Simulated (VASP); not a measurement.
Runs of VASP 6.6.1 on C. The structure is that of space group I4_1/amd (No. 141), or close to it. The cells are those of the table. 

```tsv
cell	gap on the mesh (eV)	pressure (GPa)
a = 2.603, b = 2.409, c = 2.577 Å, angles 62.8, 55.4, 61.7°, 2 atoms	2.04	4.1
a = 2.646, b = 2.351, c = 2.607 Å, angles 64.3, 53.2, 62.6°, 2 atoms	1.00	(c)
a = 2.638, b = 2.339, c = 2.629 Å, angles 63.8, 52.7, 63.4°, 2 atoms	1.33	9.5
a = 2.494, b = 2.494, c = 2.592 Å, angles 58.7, 58.7, 62.6°, 2 atoms	2.20	1.7
a = 2.681, b = 2.401, c = 2.520 Å, angles 66.0, 54.9, 59.1°, 2 atoms	none	7.2
a = 2.573, b = 2.479, c = 2.527 Å, angles 61.9, 58.1, 60.0°, 2 atoms	2.75	1.3
a = 2.586, b = 2.387, c = 2.621 Å, angles 62.0, 54.6, 63.5°, 2 atoms	1.58	5.6
a = 2.607, b = 2.516, c = 2.461 Å, angles 63.2, 59.4, 57.4°, 2 atoms	1.80	2.4
a = 2.653, b = 2.472, c = 2.467 Å, angles 65.0, 57.6, 57.4°, 2 atoms	0.44	4.5
a = 2.622, b = 2.433, c = 2.533 Å, angles 63.7, 56.3, 60.0°, 2 atoms	(b)	3.5
a = 2.750, b = 2.387, c = 2.488 Å, angles 68.6, 53.9, 57.4°, 2 atoms	none	12.9
a = 2.485, b = 2.485, c = 2.614 Å, angles 58.3, 58.3, 63.5°, 2 atoms	(a)	2.5
```

Alike in all rows: task single point; level PBE; potentials or basis VASP PAW PBE potentials, release 64 (C); no spin polarisation; k mesh 12 × 12 × 12; cutoff (eV) 520; smearing gaussian 0.05 eV.

Problem. Estimate the missing entries.

Solution. (a) 1.56; (b) 1.39; (c) 8.5.

A k mesh can miss the band edges.

A gap of «none» marks levels without a gap at the run's occupations.
